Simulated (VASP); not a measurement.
Here is a VASP 6.6.1 calculation.

File INCAR:

```
SYSTEM = Pt
PREC = Accurate
ENCUT = 500
EDIFF = 1E-7
ISMEAR = 0
SIGMA = 0.1
LREAL = .FALSE.
LASPH = .TRUE.
NELM = 120
ALGO = Normal
ISIF = 3
LWAVE = .FALSE.
LCHARG = .FALSE.
IBRION = 2
NSW = 100
EDIFFG = -0.05
GGA_COMPAT = .FALSE.
NELMIN = 4
```

File KPOINTS:

```
regular mesh
0
G
  8 8 8
  0 0 0
```

Contents of POSCAR:

```
Pt
1.0
   -1.5842200000      1.5842200000      1.5842200000
    1.5842200000     -1.5842200000      1.5842200000
    1.5842200000      1.5842200000     -1.5842200000
Pt
1
Direct
    0.0000000000      0.0000000000      0.0000000000
```

Potentials or basis: VASP PAW LDA potentials, release 64 (Pt).

Run with:

```console
$ cat potpaw_LDA.64/Pt/POTCAR > POTCAR
$ mpirun -np 1 vasp_std > vasp.out
```

(1) Predict the band gap on the k mesh.

(2) Predict the space group after relaxing (to 0.1 Å).

(3) Predict the relaxed cell.

(4) Predict the relaxed volume.

## Answers

(1) zero (bands 5 and 6 overlap by 2.13 eV).

(2) Im-3m (No. 229).

(3) a = 2.694 Å, b = 2.694 Å, c = 2.694 Å, α = 109.47°, β = 109.47°, γ = 109.47°.

(4) 15.05 Å³/atom.

Caveat: spin-orbit coupling is left out, which moves the levels of the heavy elements.
